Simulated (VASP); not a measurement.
# MgO (R-3m) in VASP: further runs

MgO is run at these levels: r2SCAN; tasks: single point.

Everything below comes from runs of VASP 6.6.1. Logs are shortened: lines on timing, memory, paths and dates and some standing lists are left out, and cuts for length are marked.

### 1 The cell of the first run

The structure is trigonal, space group R-3m (No. 166). The conventional cell has a = 2.913 Å, b = 2.913 Å, c = 7.331 Å, α = 90.00°, β = 90.00°, γ = 120.00°. Within 2.8 Å of Mg (site symmetry -3m) lie 6 O at 2.08 Å. Within 2.8 Å of O (site symmetry -3m) lie 6 Mg at 2.08 Å.

### 2 Single point, r2SCAN (epitaxial 111 strain -2.0%)

The input, POSCAR:

```
MgO
1.0
    0.0374105964      2.0975346636      2.0975346636
    2.0975346636      0.0374105964      2.0975346636
    2.0975346636      2.0975346636      0.0374105964
Mg O
1 1
Direct
    0.0000000000      0.0000000000      0.0000000000
    0.5000000000      0.5000000000      0.5000000000
```

The input, INCAR.step1:

```
ALGO = Normal
EDIFF = 1E-5
ENCUT = 920
GGA = PE
GGA_COMPAT = F
ISMEAR = 0
LASPH = T
LCHARG = F
LREAL = F
LWAVE = T
NBANDS = 15
NELM = 120
PREC = Accurate
SIGMA = 0.01
```

The input, INCAR.step2:

```
ALGO = Normal
EDIFF = 1E-6
ENCUT = 920
GGA_COMPAT = F
ISIF = 2
ISMEAR = 0
ISTART = 1
LASPH = T
LCHARG = F
LMIXTAU = T
LREAL = F
LWAVE = F
METAGGA = R2SCAN
NBANDS = 15
NELM = 120
PREC = Accurate
SIGMA = 0.01
```

The input, KPOINTS:

```
k-points
0
Gamma
  10 10 10
```

Potentials or basis: VASP PAW PBE potentials, release 64 (Mg_sv, O).

Started as:

```bash
$ cat potpaw_PBE.64/Mg_sv/POTCAR potpaw_PBE.64/O/POTCAR > POTCAR
$ cp INCAR.step1 INCAR
$ mpirun -np 1 vasp_std > vasp.out
$ cp INCAR.step2 INCAR
$ mpirun -np 1 vasp_std > vasp.out
```

OUTCAR:

```text
EDIFF = 1E-6
   ENCUT = 920
   ISIF = 2
   ISMEAR = 0
   ISTART = 1
   LASPH = T
   LREAL = F
   METAGGA = R2SCAN
   NELM = 120
   PREC = Accurate

 ion  position               nearest neighbor table
   1  0.000  0.000  0.000-   2 2.08   2 2.08   2 2.08   2 2.08   2 2.08   2 2.08
   2  0.500  0.500  0.500-   1 2.08   1 2.08   1 2.08   1 2.08   1 2.08   1 2.08

  LATTYP: Found a trigonal (rhomboedric) cell.
 ALAT       =     2.9665978633
 COS(alpha) =     0.5177531580

  Lattice vectors:

 A1 = (   0.0374105964,   2.0975346636,   2.0975346636)
 A2 = (   2.0975346636,   0.0374105964,   2.0975346636)
 A3 = (   2.0975346636,   2.0975346636,   0.0374105964)

Analysis of symmetry for initial positions (statically):
=====================================================================
 Subroutine PRICEL returns:
 Original cell was already a primitive cell.

 Routine SETGRP: Setting up the symmetry group for a
 trigonal (rhombohedral) supercell.

 Subroutine GETGRP returns: Found 12 space group operations
 (whereof 12 operations were pure point group operations)
 out of a pool of 12 trial point group operations.

The static configuration has the point symmetry D_3d.

Analysis of symmetry for dynamics (positions and initial velocities):
=====================================================================
 Subroutine PRICEL returns:
 Original cell was already a primitive cell.

 Routine SETGRP: Setting up the symmetry group for a
 trigonal (rhombohedral) supercell.

 Subroutine GETGRP returns: Found 12 space group operations
 (whereof 12 operations were pure point group operations)
 out of a pool of 12 trial point group operations.

The dynamic configuration has the point symmetry D_3d.

 Subroutine INISYM returns: Found 12 space group operations
 (whereof 12 operations are pure point group operations),
 and found     1 'primitive' translations

----------------------------------------------------------------------------------------

                                     Primitive cell

  volume of cell :      17.9631

  direct lattice vectors                    reciprocal lattice vectors
     0.037410596  2.097534664  2.097534664    -0.244849072  0.240558587  0.240558587
     2.097534664  0.037410596  2.097534664     0.240558587 -0.244849072  0.240558587
     2.097534664  2.097534664  0.037410596     0.240558587  0.240558587 -0.244849072

  length of vectors
     2.966597863  2.966597863  2.966597863     0.419151447  0.419151447  0.419151447

  position of ions in fractional coordinates (direct lattice)
     0.000000000  0.000000000  0.000000000
     0.500000000  0.500000000  0.500000000

  ion indices of the primitive-cell ions
   primitive index   ion index
                 1           1
                 2           2

----------------------------------------------------------------------------------------

 KPOINTS: k-points

Automatic generation of k-mesh.
 Grid dimensions read from file:
 generate k-points for:   10   10   10

 Generating k-lattice:

  Cartesian coordinates                     Fractional coordinates (reciprocal lattice)
    -0.024484907  0.024055859  0.024055859     0.100000000  0.000000000 -0.000000000
     0.024055859 -0.024484907  0.024055859     0.000000000  0.100000000 -0.000000000
     0.024055859  0.024055859 -0.024484907     0.000000000  0.000000000  0.100000000

  Length of vectors
     0.041915145  0.041915145  0.041915145

  Shift w.r.t. Gamma in fractional coordinates (k-lattice)
     0.000000000  0.000000000  0.000000000

 Subroutine IBZKPT returns following result:
 ===========================================

 Found    116 irreducible k-points:

 Following reciprocal coordinates:
            Coordinates               Weight
  0.000000  0.000000  0.000000      1.000000
  0.100000  0.000000  0.000000      6.000000
  0.200000  0.000000  0.000000      6.000000
  0.300000  0.000000 -0.000000      6.000000
  0.400000  0.000000  0.000000      6.000000
  0.500000  0.000000 -0.000000      3.000000
[... 16 lines left out ...]
  0.300000  0.300000  0.000000      6.000000
  0.400000  0.300000  0.000000     12.000000
 [... further k-points ...]
   k-points           NKPTS =    116   k-points in BZ     NKDIM =    116   number of bands    NBANDS=     15
   number of dos      NEDOS =    301   number of ions     NIONS =      2
   total plane-waves  NPLWV =  27000
   dimension x,y,z NGX =    30 NGY =   30 NGZ =   30
   dimension x,y,z NGXF=    60 NGYF=   60 NGZF=   60
   ions per type =               1   1
   NGX,Y,Z   is equivalent  to a cutoff of  16.81, 16.81, 16.81 a.u.
   NGXF,Y,Z  is equivalent  to a cutoff of  33.62, 33.62, 33.62 a.u.
 SYSTEM =  unknown system
   PREC   = accura    normal or accurate (medium, high low for compatibility)
   ISTART =      1    job   : 0-new  1-cont  2-samecut
   ICHARG =      0    charge: 1-file 2-atom 10-const
   ISPIN  =      1    spin polarized calculation?
   LNONCOLLINEAR =      F non collinear calculations
   LSORBIT =      F    spin-orbit coupling
   LASPH  =      T    aspherical Exc in radial PAW
   ENCUT  =  920.0 eV  67.62 Ry    8.22 a.u.   7.34  7.34  7.34*2*pi/ulx,y,z
   NELM   =    120;   NELMIN=  2; NELMDL=  0     # of ELM steps
   EDIFF  = 0.1E-05   stopping-criterion for ELM
   LREAL  =      F    real-space projection
   EDIFFG = 0.1E-04   stopping-criterion for IOM
   NSW    =      0    number of steps for IOM
   IBRION =     -1    ionic relax: 0-MD 1-quasi-New 2-CG
   NFREE  =      0    steps in history (QN), initial steepest desc. (CG)
   ISIF   =      2    stress and relaxation
   ISYM   =      2    0-nonsym 1-usesym 2-fastsym
   POTIM  = 0.5000    time-step for ionic-motion
   TEBEG  =    0.0;   TEEND  =   0.0 temperature during run
   PSTRESS=    0.0 pullay stress
   NELECT =      16.0000    total number of electrons
   NUPDOWN=      -1.0000    fix difference up-down
   EMIN   =  10.00;   EMAX   =-10.00  energy-range for DOS
   EFERMI =   0.00;   METHOD = LEGACY
   ISMEAR =     0;   SIGMA  =   0.01  broadening in eV -4-tet -1-fermi 0-gaus
   EFERMI_NEDOS =   21; number of points for ismear=-14 and -15
   IALGO  =     38    algorithm
   IMIX   =      4    mixing-type and parameters
     AMIX     =   0.40;   BMIX     =  1.00
     AMIX_MAG =   1.60;   BMIX_MAG =  1.00
  volume/ion in A,a.u.               =       8.98        60.61
  Fermi-wavevector in a.u.,A,eV,Ry     =   1.575146  2.976595 33.757229  2.481086
  Thomas-Fermi vector in A             =   2.676174
   LORBIT       =      0    0 simple, 1 ext, 2 COOP (PROOUT), +10 PAW based schemes
   METAGGA = R2SCAN    functional components
   LHFCALC =     F    Hartree Fock is set to
   AEXX    =    0.0000 exact exchange contribution
   IVDW    =     0    specifies the selected vdW correction
   LEPSILON=     F    determine dielectric tensor
   LRPA    =     F    only Hartree local field effects (RPA)
 non-spin polarized calculation
 Gauss-broadening in eV      SIGMA  =   0.01
  energy-cutoff  :      920.00
  volume of cell :       17.96
 maximum number of plane-waves:      1155
 NGX is ok and might be reduce to    30
   NGX = 15   NGY = 15   NGZ = 15

 number of electron      16.0000004 magnetization

 Free energy of the ion-electron system (eV)
  ---------------------------------------------------
  ext. energy  EPLUGINS =         0.00000000
  ---------------------------------------------------
  free energy    TOTEN  =       -16.13160843 eV

  energy without entropy =      -16.13160843  energy(sigma->0) =      -16.13160843

 E-fermi :   2.9632     XC(G=0): -12.2613

 val. band max:        2.8629026768   @ k =   0.0000   0.0000   0.0000
 cond. band min:       8.8250216312   @ k =   0.0000   0.0000   0.0000
 fundamental gap:      5.9621189544
 Fermi energy:         2.9631642837

 k-point     1 :       0.0000    0.0000    0.0000
  band No.  band energies     occupation
      1     -72.0443      2.00000
      2     -37.1310      2.00000
      3     -37.1310      2.00000
      4     -37.1193      2.00000
      5     -15.6020      2.00000
      6       2.6443      2.00000
      7       2.8629      2.00000
      8       2.8629      2.00000
      9       8.8250      0.00000
     10      19.3606      0.00000
     11      20.1584      0.00000
     12      20.1584      0.00000
     13      24.0881      0.00000
     14      25.9855      0.00000
     15      25.9855      0.00000

 k-point     2 :       0.1000    0.0000    0.0000
  band No.  band energies     occupation
      1     -72.0433      2.00000
      2     -37.1404      2.00000
      3     -37.1320      2.00000
      4     -37.1206      2.00000
      5     -15.4854      2.00000
      6       2.1924      2.00000
      7       2.6020      2.00000
      8       2.7846      2.00000
      9       9.4357      0.00000
     10      18.7095      0.00000
     11      19.7593      0.00000
     12      20.4167      0.00000
     13      25.2148      0.00000
     14      25.3988      0.00000
     15      25.9254      0.00000

 k-point     3 :       0.2000    0.0000    0.0000
  band No.  band energies     occupation
      1     -72.0407      2.00000
      2     -37.1660      2.00000
      3     -37.1348      2.00000
      4     -37.1229      2.00000
      5     -15.1656      2.00000
      6       0.8438      2.00000
      7       2.4069      2.00000
      8       2.5863      2.00000
      9      10.6331      0.00000
     10      17.1969      0.00000
     11      20.3515      0.00000
     12      20.9325      0.00000
     13      24.4265      0.00000
     14      24.8468      0.00000
     15      27.2375      0.00000
[... 343 lines left out ...]
 k-point    23 :       0.3000    0.3000    0.0000
  band No.  band energies     occupation
      1     -72.0356      2.00000
      2     -37.1863      2.00000
      3     -37.1517      2.00000
      4     -37.1429      2.00000
      5     -14.5557      2.00000
      6      -0.4520      2.00000
      7       1.6998      2.00000
      8       1.9032      2.00000
      9      13.0784      0.00000
     10      14.2865      0.00000
     11      18.9410      0.00000
     12      22.3507      0.00000
     13      22.7533      0.00000
     14      28.7973      0.00000
     15      32.6349      0.00000

 k-point    24 :       0.4000    0.3000    0.0000
  band No.  band energies     occupation
      1     -72.0337      2.00000
      2     -37.1984      2.00000
      3     -37.1584      2.00000
      4     -37.1460      2.00000
      5     -14.2992      2.00000
      6      -0.8949      2.00000
      7       1.5027      2.00000
      8       1.5466      2.00000
      9      13.5588      0.00000
     10      14.3522      0.00000
     11      18.0689      0.00000
     12      22.6878      0.00000
     13      23.2947      0.00000
     14      29.6006      0.00000
     15      32.1263      0.00000

 [... further k-points ...]

------------------------ aborting loop because EDIFF is reached ----------------------------------------

  FORCE on cell =-STRESS in cart. coord.  units (eV):
  Direction    XX          YY          ZZ          XY          YZ          ZX
  --------------------------------------------------------------------------------------
  -------------------------------------------------------------------------------------
  Total        0.7405992      0.7405992      0.7405992     -0.3306296     -0.3306296     -0.3306296
  in kB       66.0559838     66.0559838     66.0559838    -29.4897224    -29.4897224    -29.4897224
  external PRESSURE =      66.0559838 kB  Pullay stress =       0.0000000 kB

 VOLUME and BASIS-vectors are now :
 -----------------------------------------------------------------------------
  energy-cutoff  :      920.00
  volume of cell :       17.96
      direct lattice vectors                 reciprocal lattice vectors
     0.037410596  2.097534664  2.097534664    -0.244849072  0.240558587  0.240558587
     2.097534664  0.037410596  2.097534664     0.240558587 -0.244849072  0.240558587
     2.097534664  2.097534664  0.037410596     0.240558587  0.240558587 -0.244849072

 POSITION                                       TOTAL-FORCE (eV/Angst)
 -----------------------------------------------------------------------------------
      0.00000      0.00000      0.00000        -0.000000      0.000000     -0.000000
      2.11624      2.11624      2.11624         0.000000     -0.000000      0.000000
 -----------------------------------------------------------------------------------
    total drift:                                0.000000      0.000000      0.000000

  FREE ENERGIE OF THE ION-ELECTRON SYSTEM (eV)
  ---------------------------------------------------
  free  energy   TOTEN  =       -16.1316084264 eV

  energy  without entropy=      -16.1316084264  energy(sigma->0) =      -16.13160843
```

It took 4.8 min on 1 thread of Intel Xeon Platinum 8259CL at 2.50GHz (Skylake/Cascade Lake), shared host; peak memory 0.21 GiB.

Results:

* Free energy: -16.1316 eV
* Pressure: 6.6 GPa
* Band gap on the k mesh: 5.96 eV

Stress tensor (GPa, compression positive):
```
 6.61 -2.95 -2.95
-2.95  6.61 -2.95
-2.95 -2.95  6.61
```

Caveat: the cell differs from its parent crystal (epitaxial 111 strain -2.0%); the cell stands under pressure; the PAW data sets were made with another functional, which shifts forces and pressure a little.

### 3 Single point, r2SCAN (epitaxial 111 strain +1.0%)

The input, POSCAR:

```
MgO
1.0
   -0.0186088284      2.1045802612      2.1045802612
    2.1045802612     -0.0186088284      2.1045802612
    2.1045802612      2.1045802612     -0.0186088284
Mg O
1 1
Direct
    0.0000000000      0.0000000000      0.0000000000
    0.5000000000      0.5000000000      0.5000000000
```

The input, INCAR.step1:

```
SYSTEM = MgO
PREC = Accurate
ENCUT = 920
ISMEAR = 0
SIGMA = 0.01
LREAL = .FALSE.
LASPH = .TRUE.
NELM = 120
NBANDS = 15
GGA = PE
ALGO = Normal
EDIFF = 1E-5
LWAVE = .TRUE.
LCHARG = .FALSE.
GGA_COMPAT = .FALSE.
```

The input, INCAR.step2:

```
SYSTEM = MgO
PREC = Accurate
ENCUT = 920
EDIFF = 1E-6
ISMEAR = 0
SIGMA = 0.01
LREAL = .FALSE.
LASPH = .TRUE.
NELM = 120
ALGO = Normal
ISIF = 2
LWAVE = .FALSE.
LCHARG = .TRUE.
METAGGA = R2SCAN
LMIXTAU = .TRUE.
LELF = .TRUE.
LVHAR = .TRUE.
NBANDS = 15
ISTART = 1
GGA_COMPAT = .FALSE.
```

The input, KPOINTS:

```
Automatic mesh
0
G
  10 10 10
  0 0 0
```

Potentials or basis: VASP PAW PBE potentials, release 64 (Mg_sv, O).

Started as:

```bash
$ cat potpaw_PBE.64/Mg_sv/POTCAR potpaw_PBE.64/O/POTCAR > POTCAR
$ cp INCAR.step1 INCAR
$ mpirun -np 1 vasp_std > vasp.out
$ cp INCAR.step2 INCAR
$ mpirun -np 1 vasp_std > vasp.out
```

It took 3.3 min on 1 thread of Intel Xeon Platinum 8375C at 2.90GHz (Ice Lake), shared host; peak memory 0.21 GiB.

The run converged. Its results:

```yaml
Free_energy: -16.1514 eV
Pressure: -2.2 GPa
Band_gap_on_the_k_mesh: 5.47 eV
```

Stress tensor (GPa, compression positive):
```
-2.17  1.30  1.30
 1.30 -2.17  1.30
 1.30  1.30 -2.17
```

Levels at points of the mesh, in eV from the valence-band top:
```csv
k point,band 5,band 6,band 7,band 8,band 9,band 10,band 11,band 12
"(0.00, 0.00, 0.00)",-18.20,-0.10,-0.10,0.00,5.47,16.60,16.60,17.00
"(0.50, 0.00, 0.00)",-16.96,-4.63,-0.74,-0.67,8.72,13.59,17.31,17.48
"(0.50, 0.50, 0.00)",-16.74,-4.09,-1.47,-1.36,9.95,10.98,14.12,20.12
"(0.50, 0.50, 0.50)",-16.92,-4.57,-0.79,-0.79,8.60,13.79,17.13,17.13
```

Caveat: the cell differs from its parent crystal (epitaxial 111 strain +1.0%); the PAW data sets were made with another functional, which shifts forces and pressure a little.
